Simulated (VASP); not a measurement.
# Ga2SiS in VASP: a series of runs

Ga2SiS is run at these levels: PBE; tasks: single point, relaxation of cell and atoms.

Everything below comes from runs of VASP 6.6.1. Logs are shortened: lines on timing, memory, paths and dates and some standing lists are left out, and cuts for length are marked.

## Step 1: The cell of the first run

The structure is tetragonal, space group P4/mmm (No. 123). The conventional cell has a = 3.712 Å, b = 3.712 Å, c = 5.323 Å, α = 90.00°, β = 90.00°, γ = 90.00°. Ga (site symmetry 4/mmm) has 4 Ga at 2.62 Å and 2 Si at 2.66 Å within 3.5 Å. Ga (site symmetry 4/mmm) has 4 Ga at 2.62 Å and 2 S at 2.66 Å within 3.5 Å. Si (site symmetry 4/mmm) has 4 S at 2.62 Å and 2 Ga at 2.66 Å within 3.5 Å. Within 3.5 Å of S (site symmetry 4/mmm) lie 4 Si at 2.62 Å and 2 Ga at 2.66 Å.

The cell was generated, and may not be a known phase.

## Step 2: Single point, PBE

Contents of INCAR:

```
PREC = Accurate ; ENCUT = 520
EDIFF = 1E-6 ; ISMEAR = 0
SIGMA = 0.1 ; LREAL = F
LASPH = T ; NELM = 60
ALGO = Normal ; ISIF = 2
LWAVE = F ; LCHARG = T
GGA = PE ; LELF = T
LVHAR = T ; NBANDS = 26
```

Contents of KPOINTS:

```
regular mesh
0
Gamma
  12 12 10
```

Contents of POSCAR:

```
Ga2SiS
1.0
    3.7122290853      0.0000000000      0.0000000000
    0.0000000000      3.7122290853      0.0000000000
    0.0000000000      0.0000000000      5.3232348120
Ga Si S
2 1 1
Direct
    0.0000000000      0.0000000000      0.5000000000
    0.5000000000      0.5000000000      0.5000000000
    0.0000000000      0.0000000000      0.0000000000
    0.5000000000      0.5000000000      0.0000000000
```

Potentials or basis: VASP PAW PBE potentials, release 64 (Ga_d, Si, S).

The run is started by

```
cat potpaw_PBE.64/Ga_d/POTCAR potpaw_PBE.64/Si/POTCAR potpaw_PBE.64/S/POTCAR > POTCAR
mpirun -np 1 vasp_std > vasp.out
```

OUTCAR:

```text
PREC = Accurate
   ENCUT = 520
   EDIFF = 1E-6
   ISMEAR = 0
   LREAL = F
   LASPH = T
   NELM = 60
   ISIF = 2
   GGA = PE

 ion  position               nearest neighbor table
   1  0.000  0.000  0.500-   2 2.62   2 2.62   2 2.62   2 2.62   3 2.66   3 2.66
   2  0.500  0.500  0.500-   1 2.62   1 2.62   1 2.62   1 2.62   4 2.66   4 2.66
   3  0.000  0.000  0.000-   4 2.62   4 2.62   4 2.62   4 2.62   1 2.66   1 2.66
   4  0.500  0.500  0.000-   3 2.62   3 2.62   3 2.62   3 2.62   2 2.66   2 2.66

  LATTYP: Found a simple tetragonal cell.
 ALAT       =     3.7122290853
 C/A-ratio  =     1.4339726051

  Lattice vectors:

 A1 = (   3.7122290853,   0.0000000000,   0.0000000000)
 A2 = (   0.0000000000,   3.7122290853,   0.0000000000)
 A3 = (   0.0000000000,   0.0000000000,   5.3232348120)

Analysis of symmetry for initial positions (statically):
=====================================================================
 Subroutine PRICEL returns:
 Original cell was already a primitive cell.

 Routine SETGRP: Setting up the symmetry group for a
 simple tetragonal supercell.

 Subroutine GETGRP returns: Found 16 space group operations
 (whereof 16 operations were pure point group operations)
 out of a pool of 16 trial point group operations.

The static configuration has the point symmetry D_4h.

Analysis of symmetry for dynamics (positions and initial velocities):
=====================================================================
 Subroutine PRICEL returns:
 Original cell was already a primitive cell.

 Routine SETGRP: Setting up the symmetry group for a
 simple tetragonal supercell.

 Subroutine GETGRP returns: Found 16 space group operations
 (whereof 16 operations were pure point group operations)
 out of a pool of 16 trial point group operations.

The dynamic configuration has the point symmetry D_4h.

 Subroutine INISYM returns: Found 16 space group operations
 (whereof 16 operations are pure point group operations),
 and found     1 'primitive' translations

----------------------------------------------------------------------------------------

                                     Primitive cell

  volume of cell :      73.3576

  direct lattice vectors                    reciprocal lattice vectors
     3.712229085  0.000000000  0.000000000     0.269379927  0.000000000  0.000000000
     0.000000000  3.712229085  0.000000000     0.000000000  0.269379927  0.000000000
     0.000000000  0.000000000  5.323234812     0.000000000  0.000000000  0.187855700

  length of vectors
     3.712229085  3.712229085  5.323234812     0.269379927  0.269379927  0.187855700

  position of ions in fractional coordinates (direct lattice)
     0.000000000  0.000000000  0.500000000
     0.500000000  0.500000000  0.500000000
     0.000000000  0.000000000  0.000000000
     0.500000000  0.500000000  0.000000000

  ion indices of the primitive-cell ions
   primitive index   ion index
                 1           1
                 2           2
                 3           3
                 4           4

----------------------------------------------------------------------------------------

 KPOINTS: regular mesh

Automatic generation of k-mesh.
 Grid dimensions read from file:
 generate k-points for:   12   12   10

 Generating k-lattice:

  Cartesian coordinates                     Fractional coordinates (reciprocal lattice)
     0.022448327  0.000000000  0.000000000     0.083333333  0.000000000  0.000000000
     0.000000000  0.022448327  0.000000000     0.000000000  0.083333333  0.000000000
     0.000000000  0.000000000  0.018785570     0.000000000  0.000000000  0.100000000

  Length of vectors
     0.022448327  0.022448327  0.018785570

  Shift w.r.t. Gamma in fractional coordinates (k-lattice)
     0.000000000  0.000000000  0.000000000

 Subroutine IBZKPT returns following result:
 ===========================================

 Found    168 irreducible k-points:

 Following reciprocal coordinates:
            Coordinates               Weight
  0.000000  0.000000  0.000000      1.000000
  0.083333  0.000000  0.000000      4.000000
  0.166667  0.000000  0.000000      4.000000
  0.250000  0.000000  0.000000      4.000000
  0.333333  0.000000  0.000000      4.000000
  0.416667  0.000000  0.000000      4.000000
[... 16 lines left out ...]
  0.333333  0.333333  0.000000      4.000000
  0.416667  0.333333  0.000000      8.000000
 [... further k-points ...]
   k-points           NKPTS =    168   k-points in BZ     NKDIM =    168   number of bands    NBANDS=     26
   number of dos      NEDOS =    301   number of ions     NIONS =      4
   total plane-waves  NPLWV =  31360
   dimension x,y,z NGX =    28 NGY =   28 NGZ =   40
   dimension x,y,z NGXF=    56 NGYF=   56 NGZF=   80
   ions per type =               2   1   1
   NGX,Y,Z   is equivalent  to a cutoff of  12.54, 12.54, 12.49 a.u.
   NGXF,Y,Z  is equivalent  to a cutoff of  25.08, 25.08, 24.98 a.u.
 SYSTEM =  unknown system
   PREC   = accura    normal or accurate (medium, high low for compatibility)
   ISTART =      0    job   : 0-new  1-cont  2-samecut
   ICHARG =      2    charge: 1-file 2-atom 10-const
   ISPIN  =      1    spin polarized calculation?
   LNONCOLLINEAR =      F non collinear calculations
   LSORBIT =      F    spin-orbit coupling
   LASPH  =      T    aspherical Exc in radial PAW
   ENCUT  =  520.0 eV  38.22 Ry    6.18 a.u.   6.90  6.90  9.90*2*pi/ulx,y,z
   NELM   =     60;   NELMIN=  2; NELMDL= -5     # of ELM steps
   EDIFF  = 0.1E-05   stopping-criterion for ELM
   LREAL  =      F    real-space projection
   EDIFFG = 0.1E-04   stopping-criterion for IOM
   NSW    =      0    number of steps for IOM
   IBRION =     -1    ionic relax: 0-MD 1-quasi-New 2-CG
   NFREE  =      0    steps in history (QN), initial steepest desc. (CG)
   ISIF   =      2    stress and relaxation
   ISYM   =      2    0-nonsym 1-usesym 2-fastsym
   POTIM  = 0.5000    time-step for ionic-motion
   TEBEG  =    0.0;   TEEND  =   0.0 temperature during run
   PSTRESS=    0.0 pullay stress
   NELECT =      36.0000    total number of electrons
   NUPDOWN=      -1.0000    fix difference up-down
   EMIN   =  10.00;   EMAX   =-10.00  energy-range for DOS
   EFERMI =   0.00;   METHOD = LEGACY
   ISMEAR =     0;   SIGMA  =   0.10  broadening in eV -4-tet -1-fermi 0-gaus
   EFERMI_NEDOS =   21; number of points for ismear=-14 and -15
   IALGO  =     38    algorithm
   IMIX   =      4    mixing-type and parameters
     AMIX     =   0.40;   BMIX     =  1.00
     AMIX_MAG =   1.60;   BMIX_MAG =  1.00
  volume/ion in A,a.u.               =      18.34       123.76
  Fermi-wavevector in a.u.,A,eV,Ry     =   1.291300  2.440204 22.687125  1.667457
  Thomas-Fermi vector in A             =   2.423079
   LORBIT       =      0    0 simple, 1 ext, 2 COOP (PROOUT), +10 PAW based schemes
   GGA     = PE    functional components
   LHFCALC =     F    Hartree Fock is set to
   AEXX    =    0.0000 exact exchange contribution
   IVDW    =     0    specifies the selected vdW correction
   LEPSILON=     F    determine dielectric tensor
   LRPA    =     F    only Hartree local field effects (RPA)
 non-spin polarized calculation
 Gauss-broadening in eV      SIGMA  =   0.10
  energy-cutoff  :      520.00
  volume of cell :       73.36
 maximum number of plane-waves:      2008
 NGX is ok and might be reduce to    28
   NGX = 13   NGY = 13   NGZ = 19

 number of electron      35.9999987 magnetization

 Free energy of the ion-electron system (eV)
  ---------------------------------------------------
  ext. energy  EPLUGINS =         0.00000000
  ---------------------------------------------------
  free energy    TOTEN  =       -15.21370004 eV

  energy without entropy =      -15.20728774  energy(sigma->0) =      -15.21049389

 E-fermi :   6.2539     XC(G=0): -10.6080

 val. band max:        6.2524050837   @ k =   0.5000   0.5000   0.2000
 cond. band min:       6.2935945651   @ k =   0.2500   0.1667   0.0000
 fundamental gap:      0.0411894813
 Fermi energy:         6.2539268412

 k-point     1 :       0.0000    0.0000    0.0000
  band No.  band energies     occupation
      1      -9.0244      2.00000
      2      -8.9736      2.00000
      3      -8.8696      2.00000
      4      -8.6912      2.00000
      5      -8.6912      2.00000
      6      -8.5195      2.00000
[... 18 lines left out ...]
     25      12.8372      0.00000
     26      12.8385      0.00000

 k-point     2 :       0.0833    0.0000    0.0000
  band No.  band energies     occupation
      1      -9.0129      2.00000
      2      -8.9618      2.00000
      3      -8.8598      2.00000
      4      -8.6893      2.00000
      5      -8.6880      2.00000
      6      -8.5207      2.00000
[... 18 lines left out ...]
     25      12.9070      0.00000
     26      12.9997      0.00000

 k-point     3 :       0.1667    0.0000    0.0000
  band No.  band energies     occupation
      1      -8.9790      2.00000
      2      -8.9300      2.00000
      3      -8.8315      2.00000
      4      -8.6836      2.00000
      5      -8.6786      2.00000
      6      -8.5271      2.00000
[... 18 lines left out ...]
     25      13.1165      0.00000
     26      13.2513      0.00000

 k-point     4 :       0.2500    0.0000    0.0000
  band No.  band energies     occupation
      1      -8.9239      2.00000
      2      -8.8864      2.00000
      3      -8.7874      2.00000
      4      -8.6743      2.00000
      5      -8.6643      2.00000
      6      -8.5416      2.00000
[... 18 lines left out ...]
     25      13.4656      0.00000
     26      13.5881      0.00000
[... 496 lines left out ...]
      1      -8.8496      2.00000
      2      -8.7973      2.00000
      3      -8.7004      2.00000
      4      -8.6960      2.00000
      5      -8.5999      2.00000
      6      -8.5952      2.00000
[... 18 lines left out ...]
     25      14.1493      0.00000
     26      16.7931      0.00000

 k-point    23 :       0.3333    0.3333    0.0000
  band No.  band energies     occupation
      1      -8.9068      2.00000
      2      -8.7705      2.00000
      3      -8.7256      2.00000
      4      -8.6816      2.00000
      5      -8.6449      2.00000
      6      -8.6113      2.00000
[... 18 lines left out ...]
     25      14.0530      0.00000
     26      16.0271      0.00000

 k-point    24 :       0.4167    0.3333    0.0000
  band No.  band energies     occupation
      1      -8.8915      2.00000
      2      -8.8081      2.00000
      3      -8.7267      2.00000
      4      -8.7035      2.00000
      5      -8.6108      2.00000
      6      -8.5874      2.00000
[... 18 lines left out ...]
     25      14.1480      0.00000
     26      17.0635      0.00000

 [... further k-points ...]

------------------------ aborting loop because EDIFF is reached ----------------------------------------

  FORCE on cell =-STRESS in cart. coord.  units (eV):
  Direction    XX          YY          ZZ          XY          YZ          ZX
  --------------------------------------------------------------------------------------
  -------------------------------------------------------------------------------------
  Total        0.0259682      0.0259682      0.0270428      0.0000000      0.0000000      0.0000000
  in kB        0.5671624      0.5671624      0.5906324      0.0000000      0.0000000      0.0000000
  external PRESSURE =       0.5749857 kB  Pullay stress =       0.0000000 kB

 VOLUME and BASIS-vectors are now :
 -----------------------------------------------------------------------------
  energy-cutoff  :      520.00
  volume of cell :       73.36
      direct lattice vectors                 reciprocal lattice vectors
     3.712229085  0.000000000  0.000000000     0.269379927  0.000000000  0.000000000
     0.000000000  3.712229085  0.000000000     0.000000000  0.269379927  0.000000000
     0.000000000  0.000000000  5.323234812     0.000000000  0.000000000  0.187855700

 POSITION                                       TOTAL-FORCE (eV/Angst)
 -----------------------------------------------------------------------------------
      0.00000      0.00000      2.66162         0.000000      0.000000      0.000000
      1.85611      1.85611      2.66162         0.000000      0.000000      0.000000
      0.00000      0.00000      0.00000         0.000000      0.000000      0.000000
      1.85611      1.85611      0.00000         0.000000      0.000000      0.000000
 -----------------------------------------------------------------------------------
    total drift:                                0.000000      0.000000      0.000000

  FREE ENERGIE OF THE ION-ELECTRON SYSTEM (eV)
  ---------------------------------------------------
  free  energy   TOTEN  =       -15.2137000421 eV

  energy  without entropy=      -15.2072877443  energy(sigma->0) =      -15.21049389
```

It took 1.7 min on 1 thread of Intel Xeon 6975P-C (Granite Rapids), shared host; peak memory 0.39 GiB.

Results:

| Quantity | Value |
| --- | --- |
| Free energy | -15.2137 eV |
| Pressure | 0.1 GPa |
| Band gap on the k mesh | zero (bands 18 and 19 overlap by 3.76 eV) |

## Step 3: Relaxation of cell and atoms, PBE

This run uses another cell than the first one, of 18.24 Å³/atom.

Contents of INCAR:

```
SYSTEM = Ga2SiS
ALGO = Normal ; EDIFF = 1E-6
EDIFFG = -0.04 ; ENCUT = 600
GGA = PE ; IBRION = 2
ISIF = 3 ; ISMEAR = 0
LASPH = .True. ; LCHARG = .False.
LREAL = .False. ; LWAVE = .False.
NELM = 80 ; NSW = 90
PREC = Accurate ; SIGMA = 0.1
```

Contents of KPOINTS:

```
k-points
0
Gamma
  6 6 4
  0 0 0
```

Contents of POSCAR:

```
Ga2SiS
1.0
    2.5867484612     -2.6628889375      0.0000000000
    2.5867484612      2.6628889375      0.0000000000
    0.0000000000      0.0000000000      5.2971847030
Ga Si S
2 1 1
Direct
    0.0000000000      0.0000000000      0.5000000000
    0.5000000000      0.5000000000      0.5000000000
    0.0000000000      0.0000000000      0.0000000000
    0.5000000000      0.5000000000      0.0000000000
```

Potentials or basis: VASP PAW PBE potentials, release 64 (Ga_d, Si, S).

The run is started by

```
cat potpaw_PBE.64/Ga_d/POTCAR potpaw_PBE.64/Si/POTCAR potpaw_PBE.64/S/POTCAR > POTCAR
mpirun -np 1 vasp_std > vasp.out
```

It took 60 s on 1 thread of Intel Xeon 6975P-C (Granite Rapids), shared host; peak memory 0.24 GiB.

It converged, with:

| Property | Result |
| --- | --- |
| Free energy | -15.2299 eV |
| Relaxed volume | 18.28 Å³/atom |
| Relaxed cell | a = 3.704 Å, b = 3.704 Å, c = 5.328 Å, α = 90.00°, β = 90.00°, γ = 90.02° |
| Space group after relaxing (to 0.1 Å) | P4/mmm (No. 123) |
| Energy gained by relaxing | 3.8 meV/atom |
| Ionic steps | 3 |
| Pressure after relaxing | -0.1 GPa |
| Band gap on the k mesh | zero (bands 18 and 19 overlap by 3.61 eV) |

Step by step:
| step | energy change (eV) | largest force (eV/Å) | pressure (GPa) | volume (Å³) |
| --- | --- | --- | --- | --- |
| 1 | 0.0000 | 0.0000 | 0.10 | 72.98 |
| 2 | -0.0146 | 0.0000 | -0.12 | 73.09 |
| 3 | -0.0151 | 0.0000 | -0.08 | 73.11 |

Final structure:
```cif
data_structure
_symmetry_space_group_name_H-M 'P 1'
_symmetry_Int_Tables_number 1
_cell_length_a 3.7044
_cell_length_b 3.7044
_cell_length_c 5.3281
_cell_angle_alpha 90.000
_cell_angle_beta 90.000
_cell_angle_gamma 90.016
_cell_volume 73.11
loop_
_atom_site_label
_atom_site_type_symbol
_atom_site_fract_x
_atom_site_fract_y
_atom_site_fract_z
_atom_site_occupancy
Ga1 Ga 0.00000 0.00000 0.50000 1
Ga2 Ga 0.50000 0.50000 0.50000 1
Si1 Si 0.00000 0.00000 0.00000 1
S1 S 0.50000 0.50000 0.00000 1
```

Levels at points of the mesh, in eV from the Fermi level:
| k point | band 15 | band 16 | band 17 | band 18 | band 19 | band 20 | band 21 | band 22 |
| --- | --- | --- | --- | --- | --- | --- | --- | --- |
| (0.00, 0.00, 0.00) | -4.22 | -4.21 | -0.47 | 1.04 | 1.04 | 2.04 | 2.54 | 5.16 |
| (0.50, 0.00, 0.00) | -4.80 | -3.06 | -3.01 | -0.11 | 0.24 | 0.28 | 4.21 | 4.68 |
| (0.50, 0.50, 0.00) | -4.22 | -3.95 | -2.76 | -2.44 | -2.44 | -2.02 | 2.81 | 2.81 |
| (0.00, 0.00, 0.50) | -4.03 | -2.76 | -0.55 | 0.06 | 0.24 | 0.25 | 2.91 | 5.07 |
| (0.50, 0.00, 0.50) | -2.98 | -1.32 | -0.69 | 0.31 | 0.63 | 1.69 | 2.25 | 3.41 |
| (0.50, 0.50, 0.50) | -6.11 | -5.45 | -3.52 | -3.52 | 0.09 | 3.26 | 3.47 | 4.04 |

The gap in the log of VASP goes by the Fermi energy; the results here count the filled bands.